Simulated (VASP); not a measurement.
Runs of VASP 6.6.1 on Ir. The structure is that of space group Fm-3m (No. 225), or close to it. The cells are those of the table. 

```csv
potentials or basis,spin,cell,k mesh,cutoff (eV),smearing,gap on the mesh (eV),pressure (GPa),moment (μB)
"VASP PAW LDA potentials, release 64 (Ir_sv_GW)",off,"a = 2.696 Å, angles 60.0°, 1 atom",14 × 14 × 14,560,gaussian 0.01 eV,none,-0.5,-
"VASP PAW LDA potentials, release 64 (Ir_sv_GW)",collinear,"a = 2.621 Å, angles 60.0°, 1 atom",23 × 23 × 23,560,fermi-dirac 0.05 eV,none,(a),0.00
"VASP PAW LDA potentials, release 64 (Ir_sv_GW)",collinear,"a = 2.731 Å, angles 60.0°, 1 atom",23 × 23 × 23,560,fermi-dirac 0.05 eV,none,-15.1,0.00
"VASP PAW LDA potentials, release 64 (Ir_sv_GW)",collinear,"a = 2.695 Å, angles 60.0°, 1 atom",14 × 14 × 14,560,fermi-dirac 0.05 eV,none,-0.3,0.00
"VASP PAW LDA potentials, release 64 (Ir_sv_GW)",off,"a = 2.696 Å, angles 60.0°, 1 atom",23 × 23 × 23,560,fermi-dirac 0.1 eV,none,-0.5,-
"VASP PAW LDA potentials, release 64 (Ir_sv_GW)",off,"a = 2.659 Å, angles 60.0°, 1 atom",23 × 23 × 23,560,fermi-dirac 0.1 eV,none,17.8,-
"VASP PAW LDA potentials, release 64 (Ir)",collinear,"a = 2.765 Å, angles 60.0°, 1 atom",23 × 23 × 23,520,fermi-dirac 0.05 eV,none,(b),0.00
```

Alike in all rows: task single point; level LDA.

Problem. Fill in the values left out.

Solution. (a) 41.1; (b) -24.0.

Caveats: spin-orbit coupling is left out, which moves the levels of the heavy elements; the cell stands under pressure (at least some runs); the cell stands under tension (at least some runs).

A k mesh can miss the band edges, and the runs leave out spin-orbit coupling on Ir.

A gap of «none» marks levels without a gap at the run's occupations.

The runs don't all hold the same shells in valence.
